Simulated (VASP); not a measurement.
Runs of VASP 6.6.1 on Al2Cu. The structure is that of space group P4/mmm (No. 123), or close to it. The cells are those of the table. 

| cell | gap on the mesh (eV) | pressure (GPa) |
| --- | --- | --- |
| a = 4.121, b = 4.121, c = 2.731 Å, 3 atoms | none | 6.2 |
| a = 4.121, b = 4.121, c = 2.808 Å, 3 atoms | none | (a) |
| a = 3.929, b = 3.929, c = 3.039 Å, 3 atoms | none | 5.3 |
| a = 3.929, b = 3.929, c = 3.115 Å, 3 atoms | none | 2.8 |
| a = 4.217, b = 4.217, c = 2.731 Å, 3 atoms | none | 1.7 |
| a = 4.025, b = 4.025, c = 2.962 Å, 3 atoms | none | 2.3 |
| a = 4.217, b = 4.217, c = 2.654 Å, 3 atoms | none | 5.3 |
| a = 4.025, b = 4.025, c = 3.039 Å, 3 atoms | none | (b) |
| a = 4.025, b = 4.025, c = 2.885 Å, 3 atoms | none | 4.4 |

Alike in all rows: task single point; level PBE; potentials or basis VASP PAW PBE potentials, release 64 (Al, Cu); no spin polarisation; k mesh 10 × 10 × 14; cutoff (eV) 520; smearing gaussian 0.15 eV.

**Question.** Estimate the missing entries.

**Answer.** (a) 2.9; (b) 0.1.

Caveats: the cell stands under pressure (at least some runs); the stress differs along the axes, from -0 to 8 GPa (at least some runs); the stress differs along the axes, from -3 to 6 GPa (at least some runs); the stress differs along the axes, from 0 to 5 GPa (at least some runs); the stress differs along the axes, from 2 to 12 GPa (at least some runs); the stress differs along the axes, from -4 to 2 GPa (at least some runs).

A gap of «none» marks levels without a gap at the run's occupations.
